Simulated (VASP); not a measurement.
# Hf (P6/mmm) in VASP: single point with r2SCAN

Aim: the single point of Hf with r2SCAN.

Program: VASP 6.6.1. These are calculated values, not measurements. Logs are shortened: lines on timing, memory, paths and dates and some standing lists are left out, and cuts for length are marked.

## 1. The cell of the first run

The structure is hexagonal, space group P6/mmm (No. 191). Conventional cell: a = 4.974 Å, b = 4.974 Å, c = 3.089 Å, α = 90.00°, β = 90.00°, γ = 120.00°. Within 4.1 Å of Hf (site symmetry 6/mmm) lie 14 Hf at 3.09 to 3.26 Å. Hf (site symmetry -6m2) has 11 Hf at 2.87 to 3.26 Å within 3.8 Å.

This isn't the form of Hf at room conditions, which is hcp.

## 2. Single point, r2SCAN

Input file POSCAR:

```
Hf
1.0
    4.9735011401      0.0000000000      0.0000000000
   -2.4867505701      4.3071783331      0.0000000000
    0.0000000000      0.0000000000      3.0890847269
Hf
3
Direct
    0.0000000000      0.0000000000      0.0000000000
    0.3333333333      0.6666666667      0.5000000000
    0.6666666667      0.3333333333      0.5000000000
```

Input file INCAR.step1:

```
SYSTEM = Hf
PREC     = Accurate       ! precision mode
ENCUT    = 520            ! plane-wave cutoff, eV
ISMEAR   = 0              ! smearing method
SIGMA    = 0.1            ! smearing width, eV
LREAL    = .FALSE.        ! projectors in reciprocal space
LASPH    = .TRUE.         ! aspherical terms in the spheres
NELM     = 60             ! most SCF steps
NBANDS   = 22             ! bands
GGA      = PE             ! functional
ALGO     = Normal         ! electronic algorithm
EDIFF    = 1E-4           ! SCF threshold, eV
LWAVE    = .TRUE.         ! write WAVECAR
LCHARG   = .FALSE.        ! write CHGCAR
```

Input file INCAR.step2:

```
SYSTEM = Hf
PREC     = Accurate       ! precision mode
ENCUT    = 520            ! plane-wave cutoff, eV
EDIFF    = 1E-6           ! SCF threshold, eV
ISMEAR   = 0              ! smearing method
SIGMA    = 0.1            ! smearing width, eV
LREAL    = .FALSE.        ! projectors in reciprocal space
LASPH    = .TRUE.         ! aspherical terms in the spheres
NELM     = 60             ! most SCF steps
ALGO     = Normal         ! electronic algorithm
ISIF     = 2              ! what is computed and relaxed
LWAVE    = .FALSE.        ! write WAVECAR
LCHARG   = .FALSE.        ! write CHGCAR
METAGGA  = R2SCAN         ! meta-GGA
LMIXTAU  = .TRUE.       
NBANDS   = 22             ! bands
ISTART   = 1
```

Input file KPOINTS:

```
regular mesh
0
G
  12 12 14
  0 0 0
```

Potentials or basis: VASP PAW PBE potentials, release 64 (Hf_pv).

Launch:

```
> cat potpaw_PBE.64/Hf_pv/POTCAR > POTCAR
> cp INCAR.step1 INCAR
> mpirun -np 1 vasp_std > vasp.out
> cp INCAR.step2 INCAR
> mpirun -np 1 vasp_std > vasp.out
```

OUTCAR:

```text
SYSTEM = Hf
   PREC = Accurate
   ENCUT = 520
   EDIFF = 1E-6
   ISMEAR = 0
   LREAL = .FALSE.
   LASPH = .TRUE.
   NELM = 60
   ISIF = 2
   METAGGA = R2SCAN
   ISTART = 1

 ion  position               nearest neighbor table
   1  0.000  0.000  0.000-   2 3.26   3 3.26   2 3.26   3 3.26   3 3.26   3 3.26   2 3.26   2 3.26
                             3 3.26   3 3.26   2 3.26   2 3.26
   2  0.333  0.667  0.500-   3 2.87   3 2.87   3 2.87   1 3.26   1 3.26   1 3.26   1 3.26   1 3.26
                             1 3.26
   3  0.667  0.333  0.500-   2 2.87   2 2.87   2 2.87   1 3.26   1 3.26   1 3.26   1 3.26   1 3.26
                             1 3.26

  LATTYP: Found a hexagonal cell.
 ALAT       =     4.9735011401
 C/A-ratio  =     0.6211086798

  Lattice vectors:

 A1 = (   4.9735011401,   0.0000000000,   0.0000000000)
 A2 = (  -2.4867505701,   4.3071783331,   0.0000000000)
 A3 = (   0.0000000000,   0.0000000000,   3.0890847269)

Analysis of symmetry for initial positions (statically):
=====================================================================
 Subroutine PRICEL returns:
 Original cell was already a primitive cell.

 Routine SETGRP: Setting up the symmetry group for a
 hexagonal supercell.

 Subroutine GETGRP returns: Found 24 space group operations
 (whereof 24 operations were pure point group operations)
 out of a pool of 24 trial point group operations.

The static configuration has the point symmetry D_6h.

Analysis of symmetry for dynamics (positions and initial velocities):
=====================================================================
 Subroutine PRICEL returns:
 Original cell was already a primitive cell.

 Routine SETGRP: Setting up the symmetry group for a
 hexagonal supercell.

 Subroutine GETGRP returns: Found 24 space group operations
 (whereof 24 operations were pure point group operations)
 out of a pool of 24 trial point group operations.

The dynamic configuration has the point symmetry D_6h.

 Subroutine INISYM returns: Found 24 space group operations
 (whereof 24 operations are pure point group operations),
 and found     1 'primitive' translations

----------------------------------------------------------------------------------------

                                     Primitive cell

  volume of cell :      66.1736

  direct lattice vectors                    reciprocal lattice vectors
     4.973501140  0.000000000  0.000000000     0.201065602  0.116085279  0.000000000
    -2.486750570  4.307178333  0.000000000     0.000000000  0.232170559  0.000000000
     0.000000000  0.000000000  3.089084727     0.000000000  0.000000000  0.323720483

  length of vectors
     4.973501140  4.973501140  3.089084727     0.232170559  0.232170559  0.323720483

  position of ions in fractional coordinates (direct lattice)
     0.000000000  0.000000000  0.000000000
     0.333333333  0.666666667  0.500000000
     0.666666667  0.333333333  0.500000000

  ion indices of the primitive-cell ions
   primitive index   ion index
                 1           1
                 2           2
                 3           3

----------------------------------------------------------------------------------------

 KPOINTS: regular mesh

Automatic generation of k-mesh.
 Grid dimensions read from file:
 generate k-points for:   12   12   14

 Generating k-lattice:

  Cartesian coordinates                     Fractional coordinates (reciprocal lattice)
     0.016755467  0.009673773  0.000000000     0.083333333  0.000000000  0.000000000
     0.000000000  0.019347547  0.000000000     0.000000000  0.083333333  0.000000000
     0.000000000  0.000000000  0.023122892     0.000000000  0.000000000  0.071428571

  Length of vectors
     0.019347547  0.019347547  0.023122892

  Shift w.r.t. Gamma in fractional coordinates (k-lattice)
     0.000000000  0.000000000  0.000000000

 Subroutine IBZKPT returns following result:
 ===========================================

 Found    152 irreducible k-points:

 Following reciprocal coordinates:
            Coordinates               Weight
  0.000000  0.000000  0.000000      1.000000
  0.083333  0.000000  0.000000      6.000000
  0.166667  0.000000  0.000000      6.000000
  0.250000  0.000000  0.000000      6.000000
  0.333333  0.000000  0.000000      6.000000
  0.416667  0.000000  0.000000      6.000000
[... 16 lines left out ...]
  0.250000  0.000000  0.071429     12.000000
  0.333333  0.000000  0.071429     12.000000
 [... further k-points ...]
   k-points           NKPTS =    152   k-points in BZ     NKDIM =    152   number of bands    NBANDS=     22
   number of dos      NEDOS =    301   number of ions     NIONS =      3
   total plane-waves  NPLWV =  38400
   dimension x,y,z NGX =    40 NGY =   40 NGZ =   24
   dimension x,y,z NGXF=    80 NGYF=   80 NGZF=   48
   ions per type =               3
   NGX,Y,Z   is equivalent  to a cutoff of  13.37, 13.37, 12.92 a.u.
   NGXF,Y,Z  is equivalent  to a cutoff of  26.74, 26.74, 25.83 a.u.
 SYSTEM =  Hf
   PREC   = accura    normal or accurate (medium, high low for compatibility)
   ISTART =      1    job   : 0-new  1-cont  2-samecut
   ICHARG =      0    charge: 1-file 2-atom 10-const
   ISPIN  =      1    spin polarized calculation?
   LNONCOLLINEAR =      F non collinear calculations
   LSORBIT =      F    spin-orbit coupling
   LASPH  =      T    aspherical Exc in radial PAW
   ENCUT  =  520.0 eV  38.22 Ry    6.18 a.u.   9.25  9.25  5.74*2*pi/ulx,y,z
   NELM   =     60;   NELMIN=  2; NELMDL=  0     # of ELM steps
   EDIFF  = 0.1E-05   stopping-criterion for ELM
   LREAL  =      F    real-space projection
   EDIFFG = 0.1E-04   stopping-criterion for IOM
   NSW    =      0    number of steps for IOM
   IBRION =     -1    ionic relax: 0-MD 1-quasi-New 2-CG
   NFREE  =      0    steps in history (QN), initial steepest desc. (CG)
   ISIF   =      2    stress and relaxation
   ISYM   =      2    0-nonsym 1-usesym 2-fastsym
   POTIM  = 0.5000    time-step for ionic-motion
   TEBEG  =    0.0;   TEEND  =   0.0 temperature during run
   PSTRESS=    0.0 pullay stress
   NELECT =      30.0000    total number of electrons
   NUPDOWN=      -1.0000    fix difference up-down
   EMIN   =  10.00;   EMAX   =-10.00  energy-range for DOS
   EFERMI =   0.00;   METHOD = LEGACY
   ISMEAR =     0;   SIGMA  =   0.10  broadening in eV -4-tet -1-fermi 0-gaus
   EFERMI_NEDOS =   21; number of points for ismear=-14 and -15
   IALGO  =     38    algorithm
   IMIX   =      4    mixing-type and parameters
     AMIX     =   0.40;   BMIX     =  1.00
     AMIX_MAG =   1.60;   BMIX_MAG =  1.00
  volume/ion in A,a.u.               =      22.06       148.85
  Fermi-wavevector in a.u.,A,eV,Ry     =   1.257632  2.376580 21.519499  1.581639
  Thomas-Fermi vector in A             =   2.391281
   LORBIT       =      0    0 simple, 1 ext, 2 COOP (PROOUT), +10 PAW based schemes
   METAGGA = R2SCAN    functional components
   LHFCALC =     F    Hartree Fock is set to
   AEXX    =    0.0000 exact exchange contribution
   IVDW    =     0    specifies the selected vdW correction
   LEPSILON=     F    determine dielectric tensor
   LRPA    =     F    only Hartree local field effects (RPA)
 non-spin polarized calculation
 Gauss-broadening in eV      SIGMA  =   0.10
  energy-cutoff  :      520.00
  volume of cell :       66.17
 maximum number of plane-waves:      1802
 NGX is ok and might be reduce to    40
   NGX = 19   NGY = 19   NGZ = 11

 number of electron      30.0000003 magnetization

 Free energy of the ion-electron system (eV)
  ---------------------------------------------------
  ext. energy  EPLUGINS =         0.00000000
  ---------------------------------------------------
  free energy    TOTEN  =      -135.35520384 eV

  energy without entropy =     -135.34503298  energy(sigma->0) =     -135.35011841

 E-fermi :   4.7349     XC(G=0): -12.2288

 val. band max:        4.7330920079   @ k =   0.3333   0.1667   0.0714
 cond. band min:       4.7518838412   @ k =   0.4167   0.0833   0.3571
 fundamental gap:      0.0187918333
 Fermi energy:         4.7348881540

 k-point     1 :       0.0000    0.0000    0.0000
  band No.  band energies     occupation
      1     -27.1105      2.00000
      2     -27.1105      2.00000
      3     -27.1049      2.00000
      4     -27.1049      2.00000
      5     -26.7140      2.00000
      6     -26.4796      2.00000
[... 14 lines left out ...]
     21       7.8887      0.00000
     22       7.9131      0.00000

 k-point     2 :       0.0833    0.0000    0.0000
  band No.  band energies     occupation
      1     -27.1787      2.00000
      2     -27.1695      2.00000
      3     -27.0353      2.00000
      4     -27.0281      2.00000
      5     -26.7108      2.00000
      6     -26.4806      2.00000
[... 14 lines left out ...]
     21       7.5308      0.00000
     22       8.3323      0.00000

 k-point     3 :       0.1667    0.0000    0.0000
  band No.  band energies     occupation
      1     -27.2438      2.00000
      2     -27.2037      2.00000
      3     -26.9665      2.00000
      4     -26.9448      2.00000
      5     -26.7019      2.00000
      6     -26.4830      2.00000
[... 14 lines left out ...]
     21       7.4289      0.00000
     22       8.8075      0.00000
[... 476 lines left out ...]
 k-point    23 :       0.2500    0.0000    0.0714
  band No.  band energies     occupation
      1     -27.2906      2.00000
      2     -27.1993      2.00000
      3     -26.9062      2.00000
      4     -26.8808      2.00000
      5     -26.7165      2.00000
      6     -26.5229      2.00000
[... 14 lines left out ...]
     21       7.7648      0.00000
     22       9.3676      0.00000

 k-point    24 :       0.3333    0.0000    0.0714
  band No.  band energies     occupation
      1     -27.3319      2.00000
      2     -27.1695      2.00000
      3     -26.8659      2.00000
      4     -26.8602      2.00000
      5     -26.7022      2.00000
      6     -26.5346      2.00000
[... 14 lines left out ...]
     21       8.2743      0.00000
     22       9.1495      0.00000

 [... further k-points ...]

------------------------ aborting loop because EDIFF is reached ----------------------------------------

  FORCE on cell =-STRESS in cart. coord.  units (eV):
  Direction    XX          YY          ZZ          XY          YZ          ZX
  --------------------------------------------------------------------------------------
  -------------------------------------------------------------------------------------
  Total       -0.2238495     -0.2238495     -0.2351868      0.0000000      0.0000000      0.0000000
  in kB       -5.4197818     -5.4197818     -5.6942782      0.0000000      0.0000000      0.0000000
  external PRESSURE =      -5.5112806 kB  Pullay stress =       0.0000000 kB

 VOLUME and BASIS-vectors are now :
 -----------------------------------------------------------------------------
  energy-cutoff  :      520.00
  volume of cell :       66.17
      direct lattice vectors                 reciprocal lattice vectors
     4.973501140  0.000000000  0.000000000     0.201065602  0.116085279  0.000000000
    -2.486750570  4.307178333  0.000000000     0.000000000  0.232170559  0.000000000
     0.000000000  0.000000000  3.089084727     0.000000000  0.000000000  0.323720483

 POSITION                                       TOTAL-FORCE (eV/Angst)
 -----------------------------------------------------------------------------------
      0.00000      0.00000      0.00000        -0.000000     -0.000000      0.000000
     -0.00000      2.87145      1.54454        -0.000000      0.000000      0.000000
      2.48675      1.43573      1.54454         0.000000     -0.000000     -0.000000
 -----------------------------------------------------------------------------------
    total drift:                                0.000000     -0.000000      0.000000

  FREE ENERGIE OF THE ION-ELECTRON SYSTEM (eV)
  ---------------------------------------------------
  free  energy   TOTEN  =      -135.3552038392 eV

  energy  without entropy=     -135.3450329780  energy(sigma->0) =     -135.35011841
```

It took 4.4 min on 1 thread of Intel Xeon 6975P-C (Granite Rapids), shared host; peak memory 0.32 GiB.

Results:

* Free energy: -135.3552 eV
* Pressure: -0.6 GPa
* Band gap on the k mesh: zero (bands 15 and 16 overlap by 0.91 eV)

Caveat: the PAW data sets were made with another functional, which shifts forces and pressure a little; spin-orbit coupling is left out, which moves the levels of the heavy elements.
